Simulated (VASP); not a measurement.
Be4Se3, 7 atoms in the cell. The structure is hexagonal, space group P-62m (No. 189). The conventional cell has a = 6.234 Å, b = 6.234 Å, c = 4.648 Å, α = 90.00°, β = 90.00°, γ = 120.00°. Be (site symmetry 3m) has 2 Be at 2.08 to 2.57 Å and 3 Se at 2.36 Å within 2.8 Å. Be (site symmetry -6) has 3 Se at 2.13 Å within 2.8 Å. Se (site symmetry m2m) has 4 Be at 2.13 to 2.36 Å within 2.8 Å. The cell was generated, and may not be a known phase.

| Item | Value |
| --- | --- |
| Program | VASP 6.6.1 |
| Task | relaxation of cell and atoms |
| Functional | PBE |
| Potentials or basis | VASP PAW PBE potentials, release 64 (Be, Se) |
| Cutoff | 600 eV |
| k mesh | 6 × 6 × 6 |
| Occupations | gaussian, width 0.02 eV |
| Spin | no spin polarisation |
| Dipole correction | no |
| Further INCAR settings | ALGO = Normal; EDIFF = 1e-07; IBRION = 2; EDIFFG = -0.01; NSW = 100; ISIF = 3 |

Potentials or basis: VASP PAW PBE potentials, release 64 (Be, Se).

Run with:

```console
$ cat potpaw_PBE.64/Be/POTCAR potpaw_PBE.64/Se/POTCAR > POTCAR
$ mpirun -np 1 vasp_std > vasp.out
```

Hardware: 1 thread of Intel(R) Xeon(R) 6975P-C (Granite Rapids), with other jobs on the host.

Task: Estimate the wall time of this run.

Result: Wall time 2.4 min on 1 thread of Intel(R) Xeon(R) 6975P-C (Granite Rapids) (shared host), peak memory 0.36 GiB. Counts: scf iterations 35, k points 28, ion steps 4.
